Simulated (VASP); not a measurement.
Write the native input for VASP 6.6.1 that does the following.

| Item | Value |
| --- | --- |
| Task | single point |
| Functional | PBE |
| Potentials or basis | VASP PAW PBE potentials, release 64 (Si, O) |
| Cutoff | 600 eV |
| k mesh | 2 × 2 × 3 |
| Occupations | gaussian, width 0.01 eV |
| Spin | no spin polarisation |
| Dipole correction | no |
| Further INCAR settings | ALGO = Normal; EDIFF = 1e-06; NBANDS = 25 |

The structure of SiO2 (Stishovite) lies in POSCAR:

```
SiO2
1.0
    4.1773000000      0.0000000000      0.0000000000
    0.0000000000      4.1773000000      0.0000000000
    0.0000000000      0.0000000000      2.6652000000
Si O
2 4
Direct
    0.0000000000      0.0000000000      0.0000000000
    0.5000000000      0.5000000000      0.5000000000
    0.3059000000      0.3059000000      0.0000000000
    0.1941000000      0.8059000000      0.5000000000
    0.6941000000      0.6941000000      0.0000000000
    0.8059000000      0.1941000000      0.5000000000
```

The input as run:

INCAR

```
SYSTEM = SiO2
ALGO     = Normal         ! electronic algorithm
EDIFF    = 1E-6           ! SCF threshold, eV
ENCUT    = 600            ! plane-wave cutoff, eV
GGA      = PE             ! functional
GGA_COMPAT= .FALSE.      
ISIF     = 2              ! what is computed and relaxed
ISMEAR   = 0              ! smearing method
LASPH    = .TRUE.         ! aspherical terms in the spheres
LCHARG   = .FALSE.        ! write CHGCAR
LREAL    = .FALSE.        ! projectors in reciprocal space
LWAVE    = .FALSE.        ! write WAVECAR
NBANDS   = 25             ! bands
NELM     = 120            ! most SCF steps
PREC     = Accurate       ! precision mode
SIGMA    = 0.01           ! smearing width, eV
```

KPOINTS

```
k-points
0
G
  2 2 3
  0 0 0
```

Potentials or basis: VASP PAW PBE potentials, release 64 (Si, O).

Command:

```sh
$ cat potpaw_PBE.64/Si/POTCAR potpaw_PBE.64/O/POTCAR > POTCAR
$ mpirun -np 1 vasp_std > vasp.out
```

Results of the run:

```yaml
Pressure: 11.0 GPa
Largest_force: 0.082 eV/Å
Band_gap_on_the_k_mesh: 5.62 eV, direct
```

Caveat: the k points lie up to 0.79 Å⁻¹ apart.

It took 6.8 s on 1 thread of Intel(R) Xeon(R) Platinum 8375C CPU @ 2.90GHz (Ice Lake), on a shared host, peak memory 0.16 GiB.
